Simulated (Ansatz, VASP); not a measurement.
## One calculation of Mg2CdSe3, two programs

```xyz
12
Lattice="4.2963 0.0000 0.0000 -2.1481 3.7207 0.0000 0.0000 0.0000 20.8475" Properties=species:S:1:pos:R:3 pbc="T T T"
Mg    2.1481    1.2402    3.4889
Mg    2.1481    1.2402   17.3120
Mg    0.0000    2.4805    6.8882
Mg    0.0000    2.4805   13.9126
Cd    2.1481    1.2402   10.4398
Cd    0.0000    2.4805   20.8636
Se    2.1481    1.2402    6.0868
Se    2.1481    1.2402   13.1208
Se    2.1481    1.2402   19.9121
Se    0.0000    2.4805    2.6970
Se    0.0000    2.4805    9.4883
Se    0.0000    2.4805   16.5106
```

Alike in both runs: functional PBE; k mesh 6 × 6 × 1; occupations gaussian, width 0.1 eV; no spin polarisation.

Ansatz relaxed the structure, and its values are those at the end. VASP's run is a single point on that final structure, the one shown.

|  | VASP | Ansatz |
| --- | --- | --- |
| version | VASP 6.6.1 | Ansatz 0.2.0 |
| potentials or method | VASP PAW PBE potentials, release 64 (Mg, Cd, Se), cutoff 520 eV | scalar-relativistic, plane waves, PAW |
| valence electrons in the cell | 68 | 176 |

|  | VASP | Ansatz | Ansatz less VASP |
| --- | --- | --- | --- |
| gap on the k mesh at the Fermi level (eV) | 1.56 | 1.56 | +0.004 |
| least direct gap on the mesh (eV) | 1.56 | 1.56 | +0.004 |
| pressure (GPa) | 0.2 | 0.2 | -0.06 |
| rms of the force components (eV/Å) | 0.013 | 0.007 | -0.0057 |

VASP's potentials hold 68 valence electrons a cell and Ansatz's 176, so a difference there can come from the potentials and not from the codes.
